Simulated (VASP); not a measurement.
The system is BiRu (rocksalt type).

```xyz
2
Lattice="0.0000 2.7747 2.7747 2.7747 0.0000 2.7747 2.7747 2.7747 0.0000" Properties=species:S:1:pos:R:3 pbc="T T T"
Ru    0.0000    0.0000    0.0000
Bi    2.7747    2.7747    2.7747
```

Program: VASP 6.6.1. Alike in all runs: no spin polarisation; cell as given; k mesh 10 × 10 × 10; cutoff (eV) 520; smearing fermi-dirac 0.05 eV.

Task: Order these runs on this cell by their pressure, lowest first.
A. level LDA; potentials or basis VASP PAW LDA potentials, release 64 (Ru_pv, Bi_d)
B. level r2SCAN; potentials or basis VASP PAW PBE potentials, release 64 (Ru_pv, Bi_d)
C. level PBEsol; potentials or basis VASP PAW PBE potentials, release 64 (Ru_pv, Bi_d)
D. level PBE; potentials or basis VASP PAW PBE potentials, release 64 (Ru_pv, Bi_d)

Result: A (-7.9 GPa), C (-5.3 GPa), B (-2.4 GPa), D (0.1 GPa).

Caveats: the cell stands under tension (at least some runs); the PAW data sets were made with another functional, which shifts forces and pressure a little (at least some runs).
